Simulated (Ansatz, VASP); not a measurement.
## ScSi2O3: VASP beside Ansatz

```xyz
6
Lattice="5.7471 0.0000 0.0000 -2.8735 4.9771 0.0000 0.0000 0.0000 2.7937" Properties=species:S:1:pos:R:3 pbc="T T T"
Sc    0.0000    0.0000    1.3969
Si    0.0000    3.3181    1.3969
Si    2.8735    1.6590    1.3969
O     2.0357    0.0000    1.3969
O    -1.0179    1.7630    1.3969
O     1.8557    3.2141    1.3969
```

Alike in both runs: functional PBE; k mesh 3 × 3 × 6; occupations gaussian, width 0.1 eV; no spin polarisation.

Ansatz relaxed the structure, and its values are those at the end. VASP's run is a single point on that final structure, the one shown.

|  | VASP | Ansatz |
| --- | --- | --- |
| version | VASP 6.6.1 | Ansatz 0.2.0 |
| potentials or method | VASP PAW PBE potentials, release 64 (Sc_sv, Si, O), cutoff 520 eV | scalar-relativistic, plane waves, PAW |
| valence electrons in the cell | 37 | 37 |

|  | VASP | Ansatz | Ansatz less VASP |
| --- | --- | --- | --- |
| gap on the k mesh at the Fermi level (eV) | none | none | - |
| pressure (GPa) | 0.6 | 0.2 | -0.33 |
| rms of the force components (eV/Å) | 0.027 | 0.005 | -0.0216 |

A gap of «none» marks a metal or a gap that the smearing closes.

The k mesh is coarse, so the values compare programs but aren't converged.
